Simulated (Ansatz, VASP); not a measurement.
Two plane-wave programs on MgS

```
Mg S
1.0
     3.99625    0.00000    0.00000
     0.00000    5.65155    0.00000
     0.00000    0.00000    3.99625
Mg S
2 2
Direct
  0.00000 0.00000 0.00000
  0.50000 0.50000 0.50000
  0.50000 0.25000 0.00000
  0.00000 0.75000 0.50000
```

Alike in both runs: task single point; functional PBEsol; k mesh 4 × 4 × 4; occupations gaussian, width 0.1 eV; no spin polarisation.

```csv
,VASP,Ansatz
version,VASP 6.6.1,Ansatz 0.2.0
potentials or method,"VASP PAW PBE potentials, release 64 (Mg, S), cutoff 600 eV","scalar-relativistic, plane waves, PAW"
valence electrons in the cell,16,32
```

```csv
,VASP,Ansatz,Ansatz less VASP
gap on the k mesh at the Fermi level (eV),3.32,3.32,-0.002
least direct gap on the mesh (eV),3.32,3.32,-0.002
```

VASP's potentials were made for PBE, not for PBEsol, and Ansatz warns of the same on its side. The functional is the same, so the differences come from potentials, cutoffs and numerics. VASP's potentials hold 16 valence electrons a cell and Ansatz's 32, so a difference there can come from the potentials and not from the codes. Ansatz's warnings: structure snapped to symmetry.
